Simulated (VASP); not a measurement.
# Cd4InO (P-6m2) in VASP: single point with PBE

Aim: the single point of Cd4InO with PBE.

All numbers are computed with VASP 6.6.1; they aren't measurements. Logs are shortened: lines on timing, memory, paths and dates and some standing lists are left out, and cuts for length are marked.

## 1. The cell of the first run

Symmetry: P-6m2, No. 187, hexagonal system. Conventional cell: a = 5.587 Å, b = 5.587 Å, c = 5.480 Å, α = 90.00°, β = 90.00°, γ = 120.00°. Within 4.2 Å of Cd (site symmetry -6m2) lie 6 Cd at 3.18 Å and 3 In at 3.23 Å and 3 O at 3.23 Å. Cd (site symmetry mm2) has 6 Cd at 2.79 to 3.18 Å and 2 In at 3.18 Å within 3.7 Å. In (site symmetry -6m2) has 9 Cd at 3.18 to 3.23 Å and 3 O at 3.23 Å within 4.2 Å. O (site symmetry -6m2) has 3 In at 3.23 Å and 15 Cd at 3.23 to 3.91 Å within 4.2 Å.

The cell was generated, and may not be a known phase.

## 2. Single point, PBE, collinear spin, ferromagnetic start

Input file INCAR:

```
SYSTEM = Cd4InO
PREC = Accurate ; ENCUT = 520
EDIFF = 1E-6 ; ISMEAR = 0
SIGMA = 0.1 ; LREAL = .FALSE.
LASPH = .TRUE. ; NELM = 150
ALGO = Normal ; ISIF = 2
LWAVE = .FALSE. ; LCHARG = .TRUE.
ISPIN = 2 ; MAGMOM = 0 0 0 0 0 1.02
LORBIT = 11 ; GGA = PE
LELF = .TRUE. ; LVHAR = .TRUE.
NBANDS = 46
```

Input file KPOINTS:

```
regular mesh
0
G
  6 6 4
  0 0 0
```

Input file POSCAR:

```
Cd4InO
1.0
    5.5874372180      0.0000000000      0.0000000000
   -2.7937186090      4.8388625728      0.0000000000
    0.0000000000      0.0000000000      5.4804920330
Cd In O
4 1 1
Direct
    0.6666666667      0.3333333333      0.0000000000
    0.9992784623      0.4996392311      0.5000000000
    0.5003607689      0.4996392311      0.5000000000
    0.5003607689      0.0007215377      0.5000000000
    0.3333333333      0.6666666667      0.0000000000
    0.0000000000      0.0000000000      0.0000000000
```

Potentials or basis: VASP PAW PBE potentials, release 64 (Cd, In_d, O).

On the command line:

```
cat potpaw_PBE.64/Cd/POTCAR potpaw_PBE.64/In_d/POTCAR potpaw_PBE.64/O/POTCAR > POTCAR
mpirun -np 1 vasp_std > vasp.out
```

OUTCAR:

```text
SYSTEM = Cd4InO
   PREC = Accurate
   ENCUT = 520
   EDIFF = 1E-6
   ISMEAR = 0
   LREAL = .FALSE.
   LASPH = .TRUE.
   NELM = 150
   ISIF = 2
   ISPIN = 2
   LORBIT = 11
   GGA = PE

 ion  position               nearest neighbor table
   1  0.667  0.333  0.000-   4 3.18   4 3.18   2 3.18   2 3.18   3 3.18   3 3.18   5 3.23   5 3.23
                             5 3.23
   2  0.999  0.500  0.500-   4 2.79   3 2.79   4 2.80   3 2.80   1 3.18   1 3.18   5 3.18   5 3.18

   3  0.500  0.500  0.500-   4 2.79   2 2.79   4 2.80   2 2.80   1 3.18   1 3.18   5 3.18   5 3.18

   4  0.500  0.001  0.500-   2 2.79   3 2.79   3 2.80   2 2.80   1 3.18   1 3.18   5 3.18   5 3.18

   5  0.333  0.667  0.000-   4 3.18   4 3.18   2 3.18   2 3.18   3 3.18   3 3.18   1 3.23   1 3.23
                             1 3.23
   6  0.000  0.000  0.000-

  LATTYP: Found a hexagonal cell.
 ALAT       =     5.5874372180
 C/A-ratio  =     0.9808597071

  Lattice vectors:

 A1 = (   5.5874372180,   0.0000000000,   0.0000000000)
 A2 = (  -2.7937186090,   4.8388625728,   0.0000000000)
 A3 = (   0.0000000000,   0.0000000000,   5.4804920330)

Analysis of symmetry for initial positions (statically):
=====================================================================
 Subroutine PRICEL returns:
 Original cell was already a primitive cell.

 Routine SETGRP: Setting up the symmetry group for a
 hexagonal supercell.

 Subroutine GETGRP returns: Found 12 space group operations
 (whereof 12 operations were pure point group operations)
 out of a pool of 24 trial point group operations.

The static configuration has the point symmetry D_3h.

Analysis of symmetry for dynamics (positions and initial velocities):
=====================================================================
 Subroutine PRICEL returns:
 Original cell was already a primitive cell.

 Routine SETGRP: Setting up the symmetry group for a
 hexagonal supercell.

 Subroutine GETGRP returns: Found 12 space group operations
 (whereof 12 operations were pure point group operations)
 out of a pool of 24 trial point group operations.

The dynamic configuration has the point symmetry D_3h.

Analysis of structural, dynamic, and magnetic symmetry:
=====================================================================
 Subroutine PRICEL returns:
[... 143 lines left out ...]
   LRPA    =     F    only Hartree local field effects (RPA)
 spin polarized calculation
 Gauss-broadening in eV      SIGMA  =   0.10
  energy-cutoff  :      520.00
  volume of cell :      148.18
 maximum number of plane-waves:      4016
 NGX is ok and might be reduce to    42
   NGX = 21   NGY = 21   NGZ = 21

 number of electron      66.9999980 magnetization      -0.0347434

 number of electron      66.9999980 magnetization       0.0042611

 Free energy of the ion-electron system (eV)
  ---------------------------------------------------
  ext. energy  EPLUGINS =         0.00000000
  ---------------------------------------------------
  free energy    TOTEN  =        -8.43757136 eV

  energy without entropy =       -8.40062190  energy(sigma->0) =       -8.41909663

 E-fermi :   1.8911     XC(G=0):  -9.6832

 val. band max:        1.8629004274   @ k =   0.3333   0.0000   0.5000
 cond. band min:       1.8952979585   @ k =   0.1667   0.1667   0.2500
 fundamental gap:      0.0323975312
 Fermi energy:         1.8911272021

 spin component 1

 k-point     1 :       0.0000    0.0000    0.0000
  band No.  band energies     occupation
      1     -13.3138      1.00000
      2     -12.4159      1.00000
      3     -12.3985      1.00000
      4     -12.3985      1.00000
      5     -12.3622      1.00000
      6     -12.3622      1.00000
[... 997 lines left out ...]
     44       9.2269      0.00000
     45       9.8763      0.00000
 Fermi energy:         1.8911272021

 spin component 2

 k-point     1 :       0.0000    0.0000    0.0000
  band No.  band energies     occupation
      1     -13.3100      1.00000
      2     -12.4159      1.00000
      3     -12.3985      1.00000
      4     -12.3985      1.00000
      5     -12.3622      1.00000
      6     -12.3622      1.00000
[... 997 lines left out ...]
     44       9.2270      0.00000
     45       9.8765      0.00000
 [bands above 45 left out]

------------------------ aborting loop because EDIFF is reached ----------------------------------------

  FORCE on cell =-STRESS in cart. coord.  units (eV):
  Direction    XX          YY          ZZ          XY          YZ          ZX
  --------------------------------------------------------------------------------------
  -------------------------------------------------------------------------------------
  Total       -0.5676235     -0.5676235      0.1673963      0.0000000      0.0000000      0.0000000
  in kB       -6.1375555     -6.1375555      1.8100097      0.0000000      0.0000000      0.0000000
  external PRESSURE =      -3.4883671 kB  Pullay stress =       0.0000000 kB

 VOLUME and BASIS-vectors are now :
 -----------------------------------------------------------------------------
  energy-cutoff  :      520.00
  volume of cell :      148.18
      direct lattice vectors                 reciprocal lattice vectors
     5.587437218  0.000000000  0.000000000     0.178972928  0.103330068  0.000000000
    -2.793718609  4.838862573  0.000000000     0.000000000  0.206660137  0.000000000
     0.000000000  0.000000000  5.480492033     0.000000000  0.000000000  0.182465369

 POSITION                                       TOTAL-FORCE (eV/Angst)
 -----------------------------------------------------------------------------------
      2.79372      1.61295      0.00000        -0.000000     -0.000000     -0.000000
      4.18755      2.41769      2.74025        -0.002850     -0.001646      0.000000
      1.39988      2.41769      2.74025         0.002850     -0.001646      0.000000
      2.79372      0.00349      2.74025        -0.000000      0.003291      0.000000
     -0.00000      3.22591      0.00000        -0.000000      0.000000     -0.000000
      0.00000      0.00000      0.00000        -0.000000      0.000000     -0.000000
 -----------------------------------------------------------------------------------
    total drift:                               -0.000000      0.000000      0.000000

  FREE ENERGIE OF THE ION-ELECTRON SYSTEM (eV)
  ---------------------------------------------------
  free  energy   TOTEN  =        -8.4375713580 eV

  energy  without entropy=       -8.4006218983  energy(sigma->0) =       -8.41909663

 total charge

# of ion       s       p       d       tot
------------------------------------------
    1        0.523   0.191   9.511  10.225
    2        0.574   0.277   9.491  10.343
    3        0.574   0.277   9.491  10.343
    4        0.574   0.277   9.491  10.343
    5        1.007   0.419   9.848  11.273
    6        1.598   3.110   0.000   4.707
--------------------------------------------------
tot          4.851   4.551  47.833  57.234

 magnetization (x)

# of ion       s       p       d       tot
------------------------------------------
    1       -0.000  -0.000   0.000  -0.000
    2        0.000   0.000   0.000   0.000
    3        0.000   0.000   0.000   0.000
    4        0.000   0.000   0.000   0.000
    5        0.000  -0.000   0.000  -0.000
    6        0.000   0.002   0.000   0.002
--------------------------------------------------
tot          0.001   0.002   0.000   0.003
```

It took 3 min on 1 thread of AMD EPYC 9R45 (Zen 5), shared host; peak memory 0.41 GiB.

Results:

```yaml
Free_energy: -8.4376 eV
Pressure: -0.3 GPa
Largest_force: 0.003 eV/Å
Net_moment: 0.00 μB per cell
Valence_electrons_inside_the_program's_atomic_spheres: Cd 10.22, 10.34 (each value once); In 11.27; O 4.71
```

Forces in eV/Å, atoms in the order of the input:
```
Cd   0.000  0.000  0.000
Cd  -0.003 -0.002  0.000
Cd   0.003 -0.002  0.000
Cd   0.000  0.003  0.000
In   0.000  0.000  0.000
O    0.000  0.000  0.000
```

Stress tensor (GPa, compression positive):
```
-0.61  0.00  0.00
 0.00 -0.61  0.00
 0.00  0.00  0.18
```

Levels at points of the mesh, in eV from the Fermi level:
Spin up:
```
           k point  band 32  band 33  band 34  band 35  band 36  band 37
(0.00, 0.00, 0.00)    -1.18    -0.26    -0.26    -0.07     1.72     1.72
(0.50, 0.00, 0.00)    -0.57    -0.53     0.03     0.28     0.75     1.28
(0.00, 0.00, 0.50)    -0.44     0.09     0.59     0.59     1.37     1.37
(0.50, 0.00, 0.50)    -0.94    -0.20    -0.18     0.96     1.36     3.04
```
Spin down:
```tsv
k point	band 32	band 33	band 34	band 35	band 36	band 37
(0.00, 0.00, 0.00)	-1.18	-0.26	-0.26	-0.07	1.72	1.72
(0.50, 0.00, 0.00)	-0.57	-0.54	0.04	0.28	0.75	1.28
(0.00, 0.00, 0.50)	-0.45	0.09	0.59	0.59	1.37	1.37
(0.50, 0.00, 0.50)	-0.94	-0.20	-0.17	0.95	1.37	3.04
```

Caveat: spin-orbit coupling is left out, which moves the levels of the heavy elements.
